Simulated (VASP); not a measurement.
# Hf4ZrRu (P-6m2) in VASP: further runs

The runs below take Hf4ZrRu through single point, with PBE.

All numbers are computed with VASP 6.6.1; they aren't measurements. Logs are shortened: lines on timing, memory, paths and dates and some standing lists are left out, and cuts for length are marked.

## (1) The cell of the first run

It takes space group P-6m2 (No. 187, hexagonal). Conventional cell: a = 4.745 Å, b = 4.745 Å, c = 8.103 Å, α = 90.00°, β = 90.00°, γ = 120.00°. Zr (site symmetry -6m2) has 6 Hf at 2.74 Å within 3.6 Å. Hf (site symmetry 3m) has 2 Hf at 2.64 to 2.73 Å and 3 Ru at 3.04 Å within 3.5 Å. Within 3.6 Å of Hf (site symmetry -6m2) lie 5 Hf at 2.73 to 2.74 Å and 3 Zr at 2.74 Å. Hf (site symmetry -6m2) has 3 Hf at 2.74 Å and 3 Zr at 2.74 Å within 3.6 Å. Within 4.0 Å of Ru (site symmetry -6m2) lie 6 Hf at 3.04 Å.

## (2) Single point, PBE

File INCAR:

```
PREC = Accurate
ENCUT = 520
EDIFF = 1E-6
ISMEAR = 0
SIGMA = 0.1
LREAL = False
LASPH = True
NELM = 100
ALGO = Fast
ISIF = 2
LWAVE = False
LCHARG = False
GGA = PE
NBANDS = 42
```

File KPOINTS:

```
regular mesh
0
Gamma
  6 6 4
```

File POSCAR:

```
Hf4ZrRu
1.0
    4.7448684829      0.0000000000      0.0000000000
   -2.3724342415      4.1091766438      0.0000000000
    0.0000000000      0.0000000000      8.1031143199
Zr Hf Ru
1 4 1
Direct
    0.0000000000      0.0000000000      0.0000000000
    0.6666666667      0.3333333333      0.6630807166
    0.6666666667      0.3333333333      0.3369192834
    0.6666666667      0.3333333333      0.0000000000
    0.3333333333      0.6666666667      0.0000000000
    0.0000000000      0.0000000000      0.5000000000
```

Potentials or basis: VASP PAW PBE potentials, release 64 (Zr_sv, Hf_pv, Ru_pv).

Started as:

```console
> cat potpaw_PBE.64/Zr_sv/POTCAR potpaw_PBE.64/Hf_pv/POTCAR potpaw_PBE.64/Ru_pv/POTCAR > POTCAR
> mpirun -np 1 vasp_std > vasp.out
```

OUTCAR:

```text
PREC = Accurate
   ENCUT = 520
   EDIFF = 1E-6
   ISMEAR = 0
   LREAL = False
   LASPH = True
   NELM = 100
   ISIF = 2
   GGA = PE

 ion  position               nearest neighbor table
   1  0.000  0.000  0.000-   4 2.74   5 2.74   4 2.74   5 2.74   4 2.74   5 2.74   2 3.87   3 3.87
                             2 3.87   3 3.87   2 3.87   3 3.87
   2  0.667  0.333  0.663-   3 2.64   4 2.73   6 3.04   6 3.04   6 3.04   5 3.87   5 3.87   1 3.87
                             1 3.87   1 3.87   5 3.87
   3  0.667  0.333  0.337-   2 2.64   4 2.73   6 3.04   6 3.04   6 3.04   5 3.87   5 3.87   1 3.87
                             1 3.87   1 3.87   5 3.87
   4  0.667  0.333  0.000-   2 2.73   3 2.73   5 2.74   5 2.74   1 2.74   1 2.74   1 2.74   5 2.74

   5  0.333  0.667  0.000-   4 2.74   4 2.74   1 2.74   1 2.74   1 2.74   4 2.74   3 3.87   2 3.87
                             3 3.87   2 3.87   3 3.87   2 3.87
   6  0.000  0.000  0.500-   2 3.04   3 3.04   2 3.04   3 3.04   2 3.04   3 3.04

  LATTYP: Found a hexagonal cell.
 ALAT       =     4.7448684829
 C/A-ratio  =     1.7077637345

  Lattice vectors:

 A1 = (   4.7448684829,   0.0000000000,   0.0000000000)
 A2 = (  -2.3724342415,   4.1091766438,   0.0000000000)
 A3 = (   0.0000000000,   0.0000000000,   8.1031143199)

Analysis of symmetry for initial positions (statically):
=====================================================================
 Subroutine PRICEL returns:
 Original cell was already a primitive cell.

 Routine SETGRP: Setting up the symmetry group for a
 hexagonal supercell.

 Subroutine GETGRP returns: Found 12 space group operations
 (whereof 12 operations were pure point group operations)
 out of a pool of 24 trial point group operations.

The static configuration has the point symmetry D_3h.

Analysis of symmetry for dynamics (positions and initial velocities):
=====================================================================
 Subroutine PRICEL returns:
 Original cell was already a primitive cell.

 Routine SETGRP: Setting up the symmetry group for a
 hexagonal supercell.

 Subroutine GETGRP returns: Found 12 space group operations
 (whereof 12 operations were pure point group operations)
 out of a pool of 24 trial point group operations.

The dynamic configuration has the point symmetry D_3h.

 Subroutine INISYM returns: Found 12 space group operations
 (whereof 12 operations are pure point group operations),
 and found     1 'primitive' translations

----------------------------------------------------------------------------------------

                                     Primitive cell

  volume of cell :     157.9905

  direct lattice vectors                    reciprocal lattice vectors
     4.744868483  0.000000000  0.000000000     0.210753997  0.121678877  0.000000000
    -2.372434242  4.109176644  0.000000000     0.000000000  0.243357754  0.000000000
     0.000000000  0.000000000  8.103114320     0.000000000  0.000000000  0.123409341

  length of vectors
     4.744868483  4.744868483  8.103114320     0.243357754  0.243357754  0.123409341

  position of ions in fractional coordinates (direct lattice)
     0.000000000  0.000000000  0.000000000
     0.666666667  0.333333333  0.663080717
     0.666666667  0.333333333  0.336919283
     0.666666667  0.333333333  0.000000000
     0.333333333  0.666666667  0.000000000
     0.000000000  0.000000000  0.500000000

  ion indices of the primitive-cell ions
   primitive index   ion index
                 1           1
                 2           2
                 3           3
                 4           4
                 5           5
                 6           6

----------------------------------------------------------------------------------------

 KPOINTS: regular mesh

Automatic generation of k-mesh.
 Grid dimensions read from file:
 generate k-points for:    6    6    4

 Generating k-lattice:

  Cartesian coordinates                     Fractional coordinates (reciprocal lattice)
     0.035125666  0.020279813  0.000000000     0.166666667  0.000000000  0.000000000
     0.000000000  0.040559626  0.000000000     0.000000000  0.166666667  0.000000000
     0.000000000  0.000000000  0.030852335     0.000000000  0.000000000  0.250000000

  Length of vectors
     0.040559626  0.040559626  0.030852335

  Shift w.r.t. Gamma in fractional coordinates (k-lattice)
     0.000000000  0.000000000  0.000000000

 Subroutine IBZKPT returns following result:
 ===========================================

 Found     21 irreducible k-points:

 Following reciprocal coordinates:
            Coordinates               Weight
  0.000000  0.000000  0.000000      1.000000
  0.166667 -0.000000  0.000000      6.000000
  0.333333  0.000000  0.000000      6.000000
  0.500000  0.000000  0.000000      3.000000
  0.166667  0.166667  0.000000      6.000000
  0.333333  0.166667  0.000000     12.000000
[... 13 lines left out ...]
  0.333333  0.166667  0.500000     12.000000
  0.333333  0.333333  0.500000      2.000000
   k-points           NKPTS =     21   k-points in BZ     NKDIM =     21   number of bands    NBANDS=     42
   number of dos      NEDOS =    301   number of ions     NIONS =      6
   total plane-waves  NPLWV =  77760
   dimension x,y,z NGX =    36 NGY =   36 NGZ =   60
   dimension x,y,z NGXF=    72 NGYF=   72 NGZF=  120
   ions per type =               1   4   1
   NGX,Y,Z   is equivalent  to a cutoff of  12.61, 12.61, 12.31 a.u.
   NGXF,Y,Z  is equivalent  to a cutoff of  25.23, 25.23, 24.62 a.u.
 SYSTEM =  unknown system
   PREC   = accura    normal or accurate (medium, high low for compatibility)
   ISTART =      0    job   : 0-new  1-cont  2-samecut
   ICHARG =      2    charge: 1-file 2-atom 10-const
   ISPIN  =      1    spin polarized calculation?
   LNONCOLLINEAR =      F non collinear calculations
   LSORBIT =      F    spin-orbit coupling
   LASPH  =      T    aspherical Exc in radial PAW
   ENCUT  =  520.0 eV  38.22 Ry    6.18 a.u.   8.82  8.82 15.07*2*pi/ulx,y,z
   NELM   =    100;   NELMIN=  2; NELMDL= -5     # of ELM steps
   EDIFF  = 0.1E-05   stopping-criterion for ELM
   LREAL  =      F    real-space projection
   EDIFFG = 0.1E-04   stopping-criterion for IOM
   NSW    =      0    number of steps for IOM
   IBRION =     -1    ionic relax: 0-MD 1-quasi-New 2-CG
   NFREE  =      0    steps in history (QN), initial steepest desc. (CG)
   ISIF   =      2    stress and relaxation
   ISYM   =      2    0-nonsym 1-usesym 2-fastsym
   POTIM  = 0.5000    time-step for ionic-motion
   TEBEG  =    0.0;   TEEND  =   0.0 temperature during run
   PSTRESS=    0.0 pullay stress
   NELECT =      66.0000    total number of electrons
   NUPDOWN=      -1.0000    fix difference up-down
   EMIN   =  10.00;   EMAX   =-10.00  energy-range for DOS
   EFERMI =   0.00;   METHOD = LEGACY
   ISMEAR =     0;   SIGMA  =   0.10  broadening in eV -4-tet -1-fermi 0-gaus
   EFERMI_NEDOS =   21; number of points for ismear=-14 and -15
   IALGO  =     68    algorithm
   IMIX   =      4    mixing-type and parameters
     AMIX     =   0.40;   BMIX     =  1.00
     AMIX_MAG =   1.60;   BMIX_MAG =  1.00
  volume/ion in A,a.u.               =      26.33       177.70
  Fermi-wavevector in a.u.,A,eV,Ry     =   1.223806  2.312658 20.377453  1.497701
  Thomas-Fermi vector in A             =   2.358903
   LORBIT       =      0    0 simple, 1 ext, 2 COOP (PROOUT), +10 PAW based schemes
   GGA     = PE    functional components
   LHFCALC =     F    Hartree Fock is set to
   AEXX    =    0.0000 exact exchange contribution
   IVDW    =     0    specifies the selected vdW correction
   LEPSILON=     F    determine dielectric tensor
   LRPA    =     F    only Hartree local field effects (RPA)
 non-spin polarized calculation
 RMM-DIIS sequential band-by-band and
 Gauss-broadening in eV      SIGMA  =   0.10
  energy-cutoff  :      520.00
  volume of cell :      157.99
 maximum number of plane-waves:      4285
 NGX is ok and might be reduce to    36
   NGX = 17   NGY = 17   NGZ = 31

 number of electron      66.0000010 magnetization

 Free energy of the ion-electron system (eV)
  ---------------------------------------------------
  ext. energy  EPLUGINS =         0.00000000
  ---------------------------------------------------
  free energy    TOTEN  =       -50.32451728 eV

  energy without entropy =      -50.29616450  energy(sigma->0) =      -50.31034089

 E-fermi :   3.9625     XC(G=0): -10.2073

 val. band max:        3.9169497764   @ k =   0.1667  -0.0000   0.5000
 cond. band min:       3.9724925569   @ k =   0.3333   0.1667   0.2500
 fundamental gap:      0.0555427805
 Fermi energy:         3.9625242973

 k-point     1 :       0.0000    0.0000    0.0000
  band No.  band energies     occupation
      1     -44.1108      2.00000
      2     -37.5992      2.00000
      3     -37.5992      2.00000
      4     -37.5794      2.00000
      5     -27.4800      2.00000
      6     -27.0745      2.00000
[... 34 lines left out ...]
     41       6.1716      0.00000
     42       6.3978      0.00000

 k-point     2 :       0.1667   -0.0000    0.0000
  band No.  band energies     occupation
      1     -44.1124      2.00000
      2     -37.5993      2.00000
      3     -37.5993      2.00000
      4     -37.5795      2.00000
      5     -27.4795      2.00000
      6     -27.0759      2.00000
[... 34 lines left out ...]
     41       6.3061      0.00000
     42       6.5522      0.00000

 k-point     3 :       0.3333    0.0000    0.0000
  band No.  band energies     occupation
      1     -44.1155      2.00000
      2     -37.5995      2.00000
      3     -37.5995      2.00000
      4     -37.5797      2.00000
      5     -27.4786      2.00000
      6     -27.0784      2.00000
[... 34 lines left out ...]
     41       6.3315      0.00000
     42       6.6372      0.00000

 k-point     4 :       0.5000    0.0000    0.0000
  band No.  band energies     occupation
      1     -44.1171      2.00000
      2     -37.5996      2.00000
      3     -37.5996      2.00000
      4     -37.5798      2.00000
      5     -27.4782      2.00000
      6     -27.0795      2.00000
[... 709 lines left out ...]
     41       6.3209      0.00000
     42       6.7750      0.00000

 k-point    20 :       0.3333    0.1667    0.5000
  band No.  band energies     occupation
      1     -44.1171      2.00000
      2     -37.5998      2.00000
      3     -37.5994      2.00000
      4     -37.5798      2.00000
      5     -27.5890      2.00000
      6     -27.0763      2.00000
[... 34 lines left out ...]
     41       6.1267      0.00000
     42       6.7826      0.00000

 k-point    21 :       0.3333    0.3333    0.5000
  band No.  band energies     occupation
      1     -44.1179      2.00000
      2     -37.6000      2.00000
      3     -37.5993      2.00000
      4     -37.5798      2.00000
      5     -27.5884      2.00000
      6     -27.0759      2.00000
[... 34 lines left out ...]
     41       6.4691      0.00000
     42       6.6545      0.00000

------------------------ aborting loop because EDIFF is reached ----------------------------------------

  FORCE on cell =-STRESS in cart. coord.  units (eV):
  Direction    XX          YY          ZZ          XY          YZ          ZX
  --------------------------------------------------------------------------------------
  -------------------------------------------------------------------------------------
  Total       -0.3250949     -0.3250949     -0.5804964      0.0000000     -0.0000000      0.0000000
  in kB       -3.2967785     -3.2967785     -5.8867986      0.0000000     -0.0000000      0.0000000
  external PRESSURE =      -4.1601185 kB  Pullay stress =       0.0000000 kB

 VOLUME and BASIS-vectors are now :
 -----------------------------------------------------------------------------
  energy-cutoff  :      520.00
  volume of cell :      157.99
      direct lattice vectors                 reciprocal lattice vectors
     4.744868483  0.000000000  0.000000000     0.210753997  0.121678877  0.000000000
    -2.372434242  4.109176644  0.000000000     0.000000000  0.243357754  0.000000000
     0.000000000  0.000000000  8.103114320     0.000000000  0.000000000  0.123409341

 POSITION                                       TOTAL-FORCE (eV/Angst)
 -----------------------------------------------------------------------------------
      0.00000      0.00000      0.00000         0.000000     -0.000000     -0.000000
      2.37243      1.36973      5.37302        -0.000000      0.000000     -0.070378
      2.37243      1.36973      2.73010        -0.000000      0.000000      0.070378
      2.37243      1.36973      0.00000         0.000000     -0.000000     -0.000000
     -0.00000      2.73945      0.00000         0.000000     -0.000000     -0.000000
      0.00000      0.00000      4.05156         0.000000     -0.000000     -0.000000
 -----------------------------------------------------------------------------------
    total drift:                               -0.000000      0.000000      0.000000

  FREE ENERGIE OF THE ION-ELECTRON SYSTEM (eV)
  ---------------------------------------------------
  free  energy   TOTEN  =       -50.3245172811 eV

  energy  without entropy=      -50.2961645021  energy(sigma->0) =      -50.31034089
```

It took 2.4 min on 1 thread of Intel Xeon 6975P-C (Granite Rapids), shared host; peak memory 0.36 GiB.

What came out:

```
Free energy            : -50.3245 eV
Pressure               : -0.4 GPa
Largest force          : 0.070 eV/Å
Band gap on the k mesh : zero (band 33 reaches 4.34 eV, above the bottom of band 34 at 3.72 eV)
```

Forces in eV/Å, atoms in the order of the input:
```
Zr   0.000  0.000  0.000
Hf   0.000  0.000 -0.070
Hf   0.000  0.000  0.070
Hf   0.000  0.000  0.000
Hf   0.000  0.000  0.000
Ru   0.000  0.000  0.000
```

Caveat: spin-orbit coupling is left out, which moves the levels of the heavy elements.

## (3) Single point, PBE

File INCAR:

```
PREC = Accurate ; ENCUT = 520
EDIFF = 1E-6 ; ISMEAR = 0
SIGMA = 0.1 ; LREAL = F
LASPH = T ; NELM = 100
ALGO = Normal ; ISIF = 2
LWAVE = F ; LCHARG = T
GGA = PE ; LELF = T
LVHAR = T ; NBANDS = 42
```

File KPOINTS:

```
Automatic mesh
0
Gamma
  12 12 6
```

File POSCAR:

```
Hf4ZrRu
1.0
    4.7429818080      0.0000000000      0.0000000000
   -2.3714909040      4.1075427354      0.0000000000
    0.0000000000      0.0000000000      8.0936827956
Zr Hf Ru
1 4 1
Direct
    0.0000000000      0.0000000000      0.0000000000
    0.6666666667      0.3333333333      0.6629605567
    0.6666666667      0.3333333333      0.3370394433
    0.6666666667      0.3333333333      0.0000000000
    0.3333333333      0.6666666667      0.0000000000
    0.0000000000      0.0000000000      0.5000000000
```

Potentials or basis: VASP PAW PBE potentials, release 64 (Zr_sv, Hf_pv, Ru_pv).

Started as:

```console
> cat potpaw_PBE.64/Zr_sv/POTCAR potpaw_PBE.64/Hf_pv/POTCAR potpaw_PBE.64/Ru_pv/POTCAR > POTCAR
> mpirun -np 1 vasp_std > vasp.out
```

OUTCAR:

```text
PREC = Accurate
   ENCUT = 520
   EDIFF = 1E-6
   ISMEAR = 0
   LREAL = F
   LASPH = T
   NELM = 100
   ISIF = 2
   GGA = PE

 ion  position               nearest neighbor table
   1  0.000  0.000  0.000-   4 2.74   5 2.74   5 2.74   4 2.74   4 2.74   5 2.74   2 3.87   3 3.87
                             2 3.87   3 3.87   2 3.87   3 3.87
   2  0.667  0.333  0.663-   3 2.64   4 2.73   6 3.04   6 3.04   6 3.04   5 3.87   1 3.87   5 3.87
                             1 3.87   1 3.87   5 3.87
   3  0.667  0.333  0.337-   2 2.64   4 2.73   6 3.04   6 3.04   6 3.04   5 3.87   1 3.87   5 3.87
                             1 3.87   1 3.87   5 3.87
   4  0.667  0.333  0.000-   2 2.73   3 2.73   5 2.74   1 2.74   5 2.74   1 2.74   1 2.74   5 2.74

   5  0.333  0.667  0.000-   4 2.74   1 2.74   4 2.74   1 2.74   1 2.74   4 2.74   3 3.87   2 3.87
                             3 3.87   2 3.87   3 3.87   2 3.87
   6  0.000  0.000  0.500-   2 3.04   3 3.04   2 3.04   3 3.04   2 3.04   3 3.04

  LATTYP: Found a hexagonal cell.
 ALAT       =     4.7429818080
 C/A-ratio  =     1.7064545308

  Lattice vectors:

 A1 = (   4.7429818080,   0.0000000000,   0.0000000000)
 A2 = (  -2.3714909040,   4.1075427354,   0.0000000000)
 A3 = (   0.0000000000,   0.0000000000,   8.0936827956)
[... 181 lines left out ...]

  energy without entropy =      -50.29693935  energy(sigma->0) =      -50.31064527

 E-fermi :   3.9921     XC(G=0): -10.2171

 val. band max:        3.9796459334   @ k =   0.5000   0.0000   0.3333
 cond. band min:       4.0029209247   @ k =   0.5000   0.0000   0.1667
 fundamental gap:      0.0232749913
 Fermi energy:         3.9920534032

 k-point     1 :       0.0000    0.0000    0.0000
  band No.  band energies     occupation
      1     -44.1307      2.00000
      2     -37.5726      2.00000
      3     -37.5726      2.00000
      4     -37.5520      2.00000
      5     -27.4469      2.00000
      6     -27.0366      2.00000
[... 1069 lines left out ...]
     41       6.4345      0.00000
     42       6.6228      0.00000

 [... further k-points ...]
[... 5 lines left out ...]
  --------------------------------------------------------------------------------------
  -------------------------------------------------------------------------------------
  Total       -0.2519610     -0.2519610     -0.3863353      0.0000000      0.0000000      0.0000000
  in kB       -2.5601427     -2.5601427     -3.9255022      0.0000000      0.0000000      0.0000000
  external PRESSURE =      -3.0152625 kB  Pullay stress =       0.0000000 kB

 VOLUME and BASIS-vectors are now :
 -----------------------------------------------------------------------------
  energy-cutoff  :      520.00
  volume of cell :      157.68
      direct lattice vectors                 reciprocal lattice vectors
     4.742981808  0.000000000  0.000000000     0.210837832  0.121727279  0.000000000
    -2.371490904  4.107542735  0.000000000     0.000000000  0.243454558  0.000000000
     0.000000000  0.000000000  8.093682796     0.000000000  0.000000000  0.123553149

 POSITION                                       TOTAL-FORCE (eV/Angst)
 -----------------------------------------------------------------------------------
      0.00000      0.00000      0.00000        -0.000000      0.000000      0.000000
      2.37149      1.36918      5.36579        -0.000000     -0.000000     -0.063669
      2.37149      1.36918      2.72789        -0.000000     -0.000000      0.063669
      2.37149      1.36918      0.00000         0.000000      0.000000      0.000000
     -0.00000      2.73836      0.00000         0.000000      0.000000      0.000000
      0.00000      0.00000      4.04684        -0.000000      0.000000      0.000000
 -----------------------------------------------------------------------------------
    total drift:                               -0.000000      0.000000      0.000000

  FREE ENERGIE OF THE ION-ELECTRON SYSTEM (eV)
  ---------------------------------------------------
  free  energy   TOTEN  =       -50.3243511894 eV

  energy  without entropy=      -50.2969393482  energy(sigma->0) =      -50.31064527
```

stdout:

```text
POSCAR found type information on POSCAR ZrHfRu
 POSCAR found :  3 types and       6 ions
 scaLAPACK will be used
 LDA part: xc-table for (Slater+PW92), standard interpolation
 POSCAR, INCAR and KPOINTS ok, starting setup
 FFT: planning ... GRIDC
 FFT: planning ... GRID_SOFT
 FFT: planning ... GRID
 WAVECAR not read
 entering main loop
```

Wall time 8.4 min (1 thread of Intel Xeon Platinum 8488C (Sapphire Rapids), shared host); peak memory 0.59 GiB.

What came out:

```
Free energy            : -50.3244 eV
Pressure               : -0.3 GPa
Largest force          : 0.064 eV/Å
Band gap on the k mesh : zero (band 33 reaches 4.49 eV, above the bottom of band 34 at 3.74 eV)
```

Forces in eV/Å, atoms in the order of the input:
```
Zr   0.000  0.000  0.000
Hf   0.000  0.000 -0.064
Hf   0.000  0.000  0.064
Hf   0.000  0.000  0.000
Hf   0.000  0.000  0.000
Ru   0.000  0.000  0.000
```

Stress tensor (GPa, compression positive):
```
-0.26  0.00  0.00
 0.00 -0.26  0.00
 0.00  0.00 -0.39
```

Caveat: spin-orbit coupling is left out, which moves the levels of the heavy elements.
